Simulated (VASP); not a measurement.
## SrTiO3: single point with PBE

The system is SrTiO3.

```
CELL_PARAMETERS angstrom
4.02000 0.00000 0.00000
0.00000 4.02000 0.00000
0.00000 0.00000 4.02000
ATOMIC_POSITIONS crystal
Sr 0.00000 0.00000 0.00000
Ti 0.50000 0.50000 0.50000
O 0.50000 0.50000 0.00000
O 0.50000 0.00000 0.50000
O 0.00000 0.50000 0.50000
```

| Property | Result |
| --- | --- |
| Program | VASP 6.6.1 |
| Task | single point |
| Functional | PBE |
| Potentials or basis | VASP PAW PBE potentials, release 64 (Sr_sv, Ti_sv, O) |
| Cutoff | 520 eV |
| k mesh | 4 × 4 × 4 |
| Occupations | gaussian, width 0.05 eV |
| Spin | no spin polarisation |
| Dipole correction | no |
| Further INCAR settings | ALGO = Normal; EDIFF = 1e-06; NBANDS = 28 |

```yaml
Pressure: -8.8 GPa
Band_gap_on_the_k_mesh: 1.67 eV, indirect (least direct gap 2.06 eV)
```

Levels at points of the mesh, in eV from the valence-band top:
| k point | band 16 | band 17 | band 18 | band 19 | band 20 | band 21 | band 22 | band 23 | band 24 | band 25 |
| --- | --- | --- | --- | --- | --- | --- | --- | --- | --- | --- |
| (0.00, 0.00, 0.00) | -1.03 | -1.03 | -0.39 | -0.39 | -0.39 | 1.67 | 1.67 | 1.67 | 3.69 | 3.69 |
| (0.50, 0.00, 0.00) | -2.15 | -2.15 | -1.73 | -0.73 | -0.73 | 1.80 | 3.33 | 3.33 | 3.70 | 5.65 |
| (0.50, 0.50, 0.00) | -2.55 | -1.76 | -1.48 | -1.48 | -0.08 | 3.33 | 3.33 | 3.74 | 4.54 | 7.40 |
| (0.50, 0.50, 0.50) | -3.49 | -3.49 | 0.00 | 0.00 | 0.00 | 3.91 | 3.91 | 3.91 | 6.60 | 6.60 |

It took 22 s on 1 thread of Intel(R) Xeon(R) Platinum 8259CL CPU @ 2.50GHz (Skylake/Cascade Lake), on a shared host, peak memory 0.17 GiB.

A k mesh can miss the band edges.
